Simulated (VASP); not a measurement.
Here is a VASP 6.6.1 calculation.

The input INCAR:

```
ALGO = Normal
EDIFF = 1E-6
ENCUT = 520
GGA = PS
ISIF = 2
ISMEAR = 0
LASPH = T
LCHARG = F
LREAL = F
LWAVE = F
NBANDS = 28
NELM = 60
PREC = Accurate
SIGMA = 0.15
```

File KPOINTS:

```
k-points
0
Gamma
  12 12 10
```

Contents of POSCAR:

```
SnO
1.0
    3.8823115326      0.0000000000      0.0000000000
    0.0000000000      3.8823115326      0.0000000000
    0.0000000000      0.0000000000      4.5617160508
Sn O
2 2
Direct
    0.0000000000      0.5000000000      0.2425296443
    0.5000000000      0.0000000000      0.7574703557
    0.0000000000      0.0000000000      0.0000000000
    0.5000000000      0.5000000000      0.0000000000
```

Potentials or basis: VASP PAW PBE potentials, release 64 (Sn_d, O).

Launch:

```sh
$ cat potpaw_PBE.64/Sn_d/POTCAR potpaw_PBE.64/O/POTCAR > POTCAR
$ mpirun -np 1 vasp_std > vasp.out
```

Predict the band gap on the k mesh.

0.21 eV (least direct gap 1.69 eV).

Estimate the pressure.

-0.6 GPa.

Stress tensor (GPa, compression positive):
```
-2.04  0.00  0.00
 0.00 -2.04  0.00
 0.00  0.00  2.16
```

Caveat: semilocal functionals underestimate gaps, and a narrow one can read as zero; the PAW data sets were made with another functional, which shifts forces and pressure a little; spin-orbit coupling is left out, which moves the levels of the heavy elements. A k mesh can miss the band edges.
